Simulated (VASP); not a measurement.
# Sr (C2/c) in VASP: single point with RPBE

Aim: the single point of Sr with RPBE.

Everything below comes from runs of VASP 6.6.1. Logs are shortened: lines on timing, memory, paths and dates and some standing lists are left out, and cuts for length are marked.

## (1) The cell of the first run

The typed cell holds 2 atoms: a = 5.625 Å, b = 5.625 Å, c = 5.624 Å, α = 97.25°, β = 97.25°, γ = 138.32°.

## (2) Single point, RPBE (55.30 Å³/atom)

The input, INCAR:

```
SYSTEM = Sr
PREC     = Accurate       ! precision mode
ENCUT    = 520            ! plane-wave cutoff, eV
EDIFF    = 1E-6           ! SCF threshold, eV
ISMEAR   = -1             ! smearing method
SIGMA    = 0.1            ! smearing width, eV
LREAL    = .False.        ! projectors in reciprocal space
LASPH    = .True.         ! aspherical terms in the spheres
NELM     = 100            ! most SCF steps
ALGO     = Normal         ! electronic algorithm
ISIF     = 2              ! what is computed and relaxed
LWAVE    = .False.        ! write WAVECAR
LCHARG   = .False.        ! write CHGCAR
GGA      = RP             ! functional
NBANDS   = 17             ! bands
```

The input, KPOINTS:

```
Automatic mesh
0
Gamma
  14 14 10
  0 0 0
```

The input, POSCAR:

```
Sr
1.0
   -3.7164611810      3.7177074131      2.0008201719
    3.7177074131     -3.7164611810      2.0008201719
    3.7172407613      3.7172407613     -1.9985376955
Sr
2
Direct
    0.0000652337      0.9999347663      0.0000000000
    0.7499347663      0.2500652337      0.5000000000
```

Potentials or basis: VASP PAW PBE potentials, release 64 (Sr_sv).

Launch:

```sh
$ cat potpaw_PBE.64/Sr_sv/POTCAR > POTCAR
$ mpirun -np 1 vasp_std > vasp.out
```

OUTCAR:

```text
SYSTEM = Sr
   PREC = Accurate
   ENCUT = 520
   EDIFF = 1E-6
   ISMEAR = -1
   LREAL = .False.
   LASPH = .True.
   NELM = 100
   ISIF = 2
   GGA = RP

 ion  position               nearest neighbor table
   1  0.000  1.000  0.000-   2 3.85   2 3.85   2 3.85   2 3.85   2 4.78   2 4.78   2 4.78   2 4.78

   2  0.750  0.250  0.500-   1 3.85   1 3.85   1 3.85   1 3.85   1 4.78   1 4.78   1 4.78   1 4.78

  LATTYP: Found a base centered monoclinic cell.
 ALAT       =     4.0016407319
 B/A-ratio  =     2.6272978398
 C/A-ratio  =     1.4054353981
 COS(beta)  =    -0.3549440446

  Lattice vectors:

 A1 = (  -3.7164611810,   3.7177074131,   2.0008201719)
 A2 = (   3.7177074131,  -3.7164611810,   2.0008201719)
 A3 = (   3.7172407613,   3.7172407613,  -1.9985376955)

Analysis of symmetry for initial positions (statically):
=====================================================================
 Subroutine PRICEL returns:
 Original cell was already a primitive cell.

 Routine SETGRP: Setting up the symmetry group for a
 base centered monoclinic supercell.

 Subroutine GETGRP returns: Found  4 space group operations
 (whereof  2 operations were pure point group operations)
 out of a pool of  4 trial point group operations.

The static configuration has the point symmetry C_2 .
 The point group associated with its full space group is C_2h.

Analysis of symmetry for dynamics (positions and initial velocities):
=====================================================================
 Subroutine PRICEL returns:
 Original cell was already a primitive cell.

 Routine SETGRP: Setting up the symmetry group for a
 base centered monoclinic supercell.

 Subroutine GETGRP returns: Found  4 space group operations
 (whereof  2 operations were pure point group operations)
 out of a pool of  4 trial point group operations.

The dynamic configuration has the point symmetry C_2 .
 The point group associated with its full space group is C_2h.

 Subroutine INISYM returns: Found  4 space group operations
 (whereof  2 operations are pure point group operations),
 and found     1 'primitive' translations

----------------------------------------------------------------------------------------

                                     Primitive cell

  volume of cell :     110.6022

  direct lattice vectors                    reciprocal lattice vectors
    -3.716461181  3.717707413  2.000820172    -0.000090799  0.134423234  0.249855685
     3.717707413 -3.716461181  2.000820172     0.134423234 -0.000090799  0.249855685
     3.717240761  3.717240761 -1.998537696     0.134485853  0.134485853 -0.000083766

  length of vectors
     5.624652299  5.624652299  5.624047535     0.283720774  0.283720774  0.190191736

  position of ions in fractional coordinates (direct lattice)
     0.000065234  0.999934766  1.000000000
     0.749934766  0.250065234  0.500000000

  ion indices of the primitive-cell ions
   primitive index   ion index
                 1           1
                 2           2

----------------------------------------------------------------------------------------

 KPOINTS: Automatic mesh

Automatic generation of k-mesh.
 Grid dimensions read from file:
 generate k-points for:   14   14   10

 Generating k-lattice:

  Cartesian coordinates                     Fractional coordinates (reciprocal lattice)
    -0.000006486  0.009601660  0.017846835     0.071428571  0.000000000  0.000000000
     0.009601660 -0.000006486  0.017846835     0.000000000  0.071428571  0.000000000
     0.013448585  0.013448585 -0.000008377    -0.000000000 -0.000000000  0.100000000

  Length of vectors
     0.020265770  0.020265770  0.019019174

  Shift w.r.t. Gamma in fractional coordinates (k-lattice)
     0.000000000  0.000000000  0.000000000

 Subroutine IBZKPT returns following result:
 ===========================================

 Found    534 irreducible k-points:

 Following reciprocal coordinates:
            Coordinates               Weight
  0.000000  0.000000  0.000000      1.000000
  0.071429  0.000000 -0.000000      4.000000
  0.142857 -0.000000  0.000000      4.000000
  0.214286  0.000000 -0.000000      4.000000
  0.285714 -0.000000  0.000000      4.000000
  0.357143  0.000000  0.000000      4.000000
[... 16 lines left out ...]
  0.214286  0.142857  0.000000      4.000000
  0.285714  0.142857  0.000000      4.000000
 [... further k-points ...]
   k-points           NKPTS =    534   k-points in BZ     NKDIM =    534   number of bands    NBANDS=     17
   number of dos      NEDOS =    301   number of ions     NIONS =      2
   total plane-waves  NPLWV =  74088
   dimension x,y,z NGX =    42 NGY =   42 NGZ =   42
   dimension x,y,z NGXF=    84 NGYF=   84 NGZF=   84
   ions per type =               2
   NGX,Y,Z   is equivalent  to a cutoff of  12.41, 12.41, 12.42 a.u.
   NGXF,Y,Z  is equivalent  to a cutoff of  24.83, 24.83, 24.83 a.u.
 SYSTEM =  Sr
   PREC   = accura    normal or accurate (medium, high low for compatibility)
   ISTART =      0    job   : 0-new  1-cont  2-samecut
   ICHARG =      2    charge: 1-file 2-atom 10-const
   ISPIN  =      1    spin polarized calculation?
   LNONCOLLINEAR =      F non collinear calculations
   LSORBIT =      F    spin-orbit coupling
   LASPH  =      T    aspherical Exc in radial PAW
   ENCUT  =  520.0 eV  38.22 Ry    6.18 a.u.  10.46 10.46 10.46*2*pi/ulx,y,z
   NELM   =    100;   NELMIN=  2; NELMDL= -5     # of ELM steps
   EDIFF  = 0.1E-05   stopping-criterion for ELM
   LREAL  =      F    real-space projection
   EDIFFG = 0.1E-04   stopping-criterion for IOM
   NSW    =      0    number of steps for IOM
   IBRION =     -1    ionic relax: 0-MD 1-quasi-New 2-CG
   NFREE  =      0    steps in history (QN), initial steepest desc. (CG)
   ISIF   =      2    stress and relaxation
   ISYM   =      2    0-nonsym 1-usesym 2-fastsym
   POTIM  = 0.5000    time-step for ionic-motion
   TEBEG  =    0.0;   TEEND  =   0.0 temperature during run
   PSTRESS=    0.0 pullay stress
   NELECT =      20.0000    total number of electrons
   NUPDOWN=      -1.0000    fix difference up-down
   EMIN   =  10.00;   EMAX   =-10.00  energy-range for DOS
   EFERMI =   0.00;   METHOD = LEGACY
   ISMEAR =    -1;   SIGMA  =   0.10  broadening in eV -4-tet -1-fermi 0-gaus
   EFERMI_NEDOS =   21; number of points for ismear=-14 and -15
   IALGO  =     38    algorithm
   IMIX   =      4    mixing-type and parameters
     AMIX     =   0.40;   BMIX     =  1.00
     AMIX_MAG =   1.60;   BMIX_MAG =  1.00
  volume/ion in A,a.u.               =      55.30       373.19
  Fermi-wavevector in a.u.,A,eV,Ry     =   0.925757  1.749427 11.660540  0.857026
  Thomas-Fermi vector in A             =   2.051646
   LORBIT       =      0    0 simple, 1 ext, 2 COOP (PROOUT), +10 PAW based schemes
   GGA     = RP    functional components
   LHFCALC =     F    Hartree Fock is set to
   AEXX    =    0.0000 exact exchange contribution
   IVDW    =     0    specifies the selected vdW correction
   LEPSILON=     F    determine dielectric tensor
   LRPA    =     F    only Hartree local field effects (RPA)
 non-spin polarized calculation
  energy-cutoff  :      520.00
  volume of cell :      110.60
 maximum number of plane-waves:      3007
 NGX is ok and might be reduce to    42
   NGX = 21   NGY = 21   NGZ = 21

 number of electron      20.0000000 magnetization

 Free energy of the ion-electron system (eV)
  ---------------------------------------------------
  ext. energy  EPLUGINS =         0.00000000
  ---------------------------------------------------
  free energy    TOTEN  =        -2.44725471 eV

  energy without entropy =       -2.34156868  energy(sigma->0) =       -2.39441170

 E-fermi :   1.5367     XC(G=0):  -7.2122

 val. band max:        1.5358364310   @ k =  -0.0714  -0.4286   0.1000
 cond. band min:       1.5392041686   @ k =  -0.2143   0.2143   0.2000
 fundamental gap:      0.0033677376
 Fermi energy:         1.5367340314

 k-point     1 :       0.0000    0.0000    0.0000
  band No.  band energies     occupation
      1     -35.2117      2.00000
      2     -35.1751      2.00000
      3     -17.3017      2.00000
      4     -17.3016      2.00000
      5     -17.0881      2.00000
      6     -17.0848      2.00000
[... 9 lines left out ...]
     16       5.1780      0.00000
     17       5.1895      0.00000

 k-point     2 :       0.0714    0.0000   -0.0000
  band No.  band energies     occupation
      1     -35.2108      2.00000
      2     -35.1750      2.00000
      3     -17.3008      2.00000
      4     -17.2975      2.00000
      5     -17.0989      2.00000
      6     -17.0947      2.00000
[... 9 lines left out ...]
     16       4.8631      0.00000
     17       4.8885      0.00000

 k-point     3 :       0.1429   -0.0000    0.0000
  band No.  band energies     occupation
      1     -35.2082      2.00000
      2     -35.1746      2.00000
      3     -17.2984      2.00000
      4     -17.2859      2.00000
      5     -17.1269      2.00000
      6     -17.1212      2.00000
[... 9 lines left out ...]
     16       4.5095      0.00000
     17       4.6493      0.00000

 k-point     4 :       0.2143    0.0000   -0.0000
  band No.  band energies     occupation
      1     -35.2043      2.00000
      2     -35.1742      2.00000
      3     -17.2948      2.00000
      4     -17.2703      2.00000
      5     -17.1669      2.00000
      6     -17.1557      2.00000
[... 9 lines left out ...]
     16       4.2192      0.00000
     17       4.4040      0.00000
[... 343 lines left out ...]
      1     -35.2012      2.00000
      2     -35.1725      2.00000
      3     -17.2822      2.00000
      4     -17.2775      2.00000
      5     -17.2013      2.00000
      6     -17.1982      2.00000
[... 9 lines left out ...]
     16       4.0667      0.00000
     17       4.0669      0.00000

 k-point    23 :       0.2143    0.1429    0.0000
  band No.  band energies     occupation
      1     -35.1970      2.00000
      2     -35.1724      2.00000
      3     -17.2871      2.00000
      4     -17.2708      2.00000
      5     -17.2344      2.00000
      6     -17.2223      2.00000
[... 9 lines left out ...]
     16       4.1939      0.00000
     17       4.6438      0.00000

 k-point    24 :       0.2857    0.1429    0.0000
  band No.  band energies     occupation
      1     -35.1934      2.00000
      2     -35.1730      2.00000
      3     -17.3013      2.00000
      4     -17.2730      2.00000
      5     -17.2566      2.00000
      6     -17.2170      2.00000
[... 9 lines left out ...]
     16       4.2086      0.00000
     17       5.2659      0.00000

 [... further k-points ...]
[... 5 lines left out ...]
  --------------------------------------------------------------------------------------
  -------------------------------------------------------------------------------------
  Total        0.4952825      0.4952825      0.5533522      0.0013445      0.0012963      0.0012963
  in kB        7.1746327      7.1746327      8.0158268      0.0194764      0.0187777      0.0187778
  external PRESSURE =       7.4550307 kB  Pullay stress =       0.0000000 kB

 VOLUME and BASIS-vectors are now :
 -----------------------------------------------------------------------------
  energy-cutoff  :      520.00
  volume of cell :      110.60
      direct lattice vectors                 reciprocal lattice vectors
    -3.716461181  3.717707413  2.000820172    -0.000090799  0.134423234  0.249855685
     3.717707413 -3.716461181  2.000820172     0.134423234 -0.000090799  0.249855685
     3.717240761  3.717240761 -1.998537696     0.134485853  0.134485853 -0.000083766

 POSITION                                       TOTAL-FORCE (eV/Angst)
 -----------------------------------------------------------------------------------
      3.71722     -3.71598      2.00082         0.000957     -0.000957     -0.000000
      0.00119      3.71730      1.00155        -0.000957      0.000957      0.000000
 -----------------------------------------------------------------------------------
    total drift:                               -0.000000     -0.000000      0.000000

  FREE ENERGIE OF THE ION-ELECTRON SYSTEM (eV)
  ---------------------------------------------------
  free  energy   TOTEN  =        -2.4472547123 eV

  energy  without entropy=       -2.3415686827  energy(sigma->0) =       -2.39441170
```

Run time: 7.6 min. Hardware: 1 thread of Intel Xeon 6975P-C (Granite Rapids), shared host; peak memory 0.91 GiB.

Results:

```
Free energy            : -2.4473 eV
Pressure               : 0.7 GPa
Band gap on the k mesh : zero (bands 10 and 11 overlap by 0.66 eV)
```

Caveat: the PAW data sets were made with another functional, which shifts forces and pressure a little.
